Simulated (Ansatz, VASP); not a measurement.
**LiH in VASP and in Ansatz**

```xyz
2
Lattice="0.0100 2.0073 2.0073 2.0073 0.0100 2.0073 2.0073 2.0073 0.0100" Properties=species:S:1:pos:R:3 pbc="T T T"
Li    0.0000    0.0000    0.0000
H     2.0123    2.0123    2.0123
```

Change from the starting cell: equal xy, yz and zx engineering shears of +0.5 %, PAW files.

Alike in both runs: functional r2SCAN; k mesh 10 × 10 × 10; no spin polarisation.

Ansatz relaxed the structure, and its values are those at the end. VASP's run is a single point on that final structure, the one shown.

```csv
,VASP,Ansatz
version,VASP 6.6.1,Ansatz 0.2.0
potentials or method,"VASP PAW PBE potentials, release 64 (Li_sv, H)","PAW with Ansatz's default frozen-core files, scalar-relativistic"
plane-wave cutoff (eV),830,500
occupations,"gaussian, width 0.01 eV",fixed
valence electrons in the cell,4,4
```

```csv
,VASP,Ansatz,Ansatz less VASP
gap on the k mesh at the Fermi level (eV),3.58,3.63,+0.053
pressure (GPa),0.0,0.0,+0.05
```

VASP's potentials were made for PBE, not for r2SCAN.
